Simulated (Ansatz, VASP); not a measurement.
**BN: VASP beside Ansatz**

```
CELL_PARAMETERS angstrom
0.00000 3.49532 2.16609
1.25163 0.00000 2.16609
1.25163 3.49532 0.00000
ATOMIC_POSITIONS crystal
B 0.00005 0.00005 0.99995
N 0.66665 0.66665 0.33335
```

Alike in both runs: task single point; functional PBE; k mesh 4 × 4 × 4; occupations gaussian, width 0.02 eV; no spin polarisation.

|  | VASP | Ansatz |
| --- | --- | --- |
| version | VASP 6.6.1 | Ansatz 0.2.0 |
| potentials or method | VASP PAW PBE potentials, release 64 (B, N), cutoff 520 eV | scalar-relativistic, plane waves, PAW |
| valence electrons in the cell | 8 | 8 |

```csv
,VASP,Ansatz,Ansatz less VASP
gap on the k mesh at the Fermi level (eV),4.37,4.38,+0.008
least direct gap on the mesh (eV),5.30,5.31,+0.008
pressure (GPa),3.2,3.1,-0.04
"traceless stress, the component that is largest in VASP (GPa)",-1.61,-1.42,+0.189
rms of the force components (eV/Å),0.007,0.007,0.0000
```

Atom by atom the forces differ by 0.000 eV/Å (rms over components). With one functional, cell and mesh, what is left measures potentials, basis and numerics.

The k mesh is coarse, so the values compare programs but aren't converged.
